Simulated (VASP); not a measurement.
A run of VASP 6.6.1 is set up as follows.

Contents of INCAR:

```
SYSTEM = Ti
  PREC = Accurate
  ENCUT = 520
  EDIFF = 1E-7
  ISMEAR = -1
  SIGMA = 0.08
  LREAL = .False.
  LASPH = .True.
  NELM = 60
  ALGO = Normal
  ISIF = 2
  LWAVE = .False.
  LCHARG = .False.
  GGA = PE
  NBANDS = 19
```

Contents of KPOINTS:

```
regular mesh
0
Gamma
  12 12 12
  0 0 0
```

File POSCAR:

```
Ti
1.0
    0.0000000000      2.4637437877      2.4637437877
    2.4637437877      0.0000000000      2.4637437877
    2.4637437877      2.4637437877      0.0000000000
Ti
2
Direct
   -0.1250000000     -0.1250000000     -0.1250000000
    0.1250000000      0.1250000000      0.1250000000
```

Potentials or basis: VASP PAW PBE potentials, release 64 (Ti_sv).

Command:

```bash
$ cat potpaw_PBE.64/Ti_sv/POTCAR > POTCAR
$ mpirun -np 1 vasp_std > vasp.out
```

Q: What does it give for the band gap on the k mesh?

A: Zero (bands 12 and 13 overlap by 1.17 eV).

Q: Estimate the pressure.

A: 29.0 GPa.

Caveat: the cell stands under pressure.
